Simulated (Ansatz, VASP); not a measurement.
# One calculation of Si4N, two programs

Contents of INCAR:

```
SYSTEM = Si4N
  PREC = Accurate
  ENCUT = 520
  EDIFF = 1E-7
  ISMEAR = 0
  SIGMA = 0.05
  LREAL = .FALSE.
  LASPH = .TRUE.
  NELM = 150
  ALGO = Normal
  ISIF = 2
  LWAVE = .FALSE.
  LCHARG = .FALSE.
  ISPIN = 2
  MAGMOM = 0 0 0 0 3
  LORBIT = 11
  LDIPOL = .TRUE.
  IDIPOL = 3
  DIPOL = 0.5 0.5 0.335
  GGA = PE
  IVDW = 12
  NBANDS = 22
```

File KPOINTS:

```
regular mesh
0
G
  7 7 1
  0 0 0
```

File POSCAR:

```
Si4N
1.0
    3.8333442755      0.0000000000      0.0000000000
    0.0000000000      3.8333442755      0.0000000000
    0.0000000000      0.0000000000     21.1034818114
Si N
4 1
Direct
    0.0000000000      0.5000000000      0.1895421825
    0.0000000000      0.0000000000      0.2537634269
    0.5000000000      0.0000000000      0.3207061922
    0.5000000000      0.5000000000      0.3839879070
    0.7500000000      0.5000000000      0.5261445439
```

Input for Ansatz:

```yaml
crystal:
  lattice:
    - [3.8333442755, 0.0, 0.0]
    - [0.0, 3.8333442755, 0.0]
    - [0.0, 0.0, 21.1034818114]
  atoms:
    - { symbol: Si, position: [0.0, 0.5, 0.1895421825] }
    - { symbol: Si, position: [0.0, 0.0, 0.2537634269] }
    - { symbol: Si, position: [0.5, 0.0, 0.3207061922] }
    - { symbol: Si, position: [0.5, 0.5, 0.383987907] }
    - { symbol: "N", position: [0.75, 0.5, 0.5261445439], spin: 3.0 }
basis:
  ecutwfc: 420
kpoints:
  mp_grid: { grid: [7, 7, 1] }
hamiltonian:
  xc: pbe
  pseudopotentials: { kind: paw, azcp: { folder: soft_1 } }
  dispersion: d3bj
scf:
  occupations: { method: gaussian, width: 0.05 }
output:
  forces: true
  eigenvalues: true
  populations: true
magnetization:
  spin_polarized: true
efield:
  axis: 3
  dipole_correction: true
  ramp_width: 0.04
```

Alike in both runs: task single point; functional PBE; dispersion D3(BJ); k mesh 7 × 7 × 1; occupations gaussian, width 0.05 eV; collinear spin.

|  | VASP | Ansatz |
| --- | --- | --- |
| version | VASP 6.6.1 | Ansatz 0.2.0 |
| potentials or method | VASP PAW PBE potentials, release 64 (Si, N), cutoff 520 eV | scalar-relativistic, plane waves, PAW |
| valence electrons in the cell | 21 | 21 |

|  | VASP | Ansatz | Ansatz less VASP |
| --- | --- | --- | --- |
| gap on the k mesh at the Fermi level (eV) | none | none | - |
| rms of the force components (eV/Å) | 0.135 | 0.136 | +0.0004 |
| net moment per atom (μB) | 0.53 | 0.53 | 0.000 |
| size of the moment on the site where the two differ most (μB) | 1.86 | 2.65 | +0.797 |

Site moments also hang on the region over which each program counts them. Atom by atom the forces differ by 0.002 eV/Å (rms over components). A gap of «none» marks a metal or a gap that the smearing closes. Ansatz's warnings: stability check not made.
